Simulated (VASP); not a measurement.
Set up this calculation in VASP 6.6.1, as the native input.

| Quantity | Value |
| --- | --- |
| Task | single point |
| Functional | PBEsol |
| Potentials or basis | VASP PAW PBE potentials, release 64 (I, K_sv) |
| Cutoff | 520 eV |
| k mesh | 7 × 7 × 7 |
| Occupations | fermi-dirac, width 0.05 eV |
| Spin | no spin polarisation |
| Dipole correction | no |
| Further INCAR settings | ALGO = Normal; EDIFF = 1e-06; NBANDS = 15 |

The structure of KI lies in POSCAR:

```
KI
1.0
    0.0000000000      3.5024772271      3.5024772271
    3.5024772271      0.0000000000      3.5024772271
    3.5024772271      3.5024772271      0.0000000000
I K
1 1
Direct
    0.5000000000      0.5000000000      0.5000000000
    0.0000000000      0.0000000000      0.0000000000
```

One way to write it, as run:

INCAR

```
SYSTEM = KI
ALGO = Normal ; EDIFF = 1E-6
ENCUT = 520 ; GGA = PS
ISIF = 2 ; ISMEAR = -1
LASPH = .TRUE. ; LCHARG = .TRUE.
LELF = .TRUE. ; LREAL = .FALSE.
LVHAR = .TRUE. ; LWAVE = .FALSE.
NBANDS = 15 ; NELM = 100
PREC = Accurate ; SIGMA = 0.05
```

KPOINTS

```
k-points
0
G
  7 7 7
  0 0 0
```

Potentials or basis: VASP PAW PBE potentials, release 64 (I, K_sv).

Command:

```sh
$ cat potpaw_PBE.64/I/POTCAR potpaw_PBE.64/K_sv/POTCAR > POTCAR
$ mpirun -np 1 vasp_std > vasp.out
```

It gave:

| Property | Result |
| --- | --- |
| Pressure | 0.0 GPa |
| Band gap on the k mesh | 3.87 eV |

Caveat: the PAW data sets were made with another functional, which shifts forces and pressure a little; spin-orbit coupling is left out, which moves the levels of the heavy elements.

Wall time 28 s on 1 thread of Intel(R) Xeon(R) Platinum 8488C (Sapphire Rapids), with other jobs on the host, peak memory 0.23 GiB.
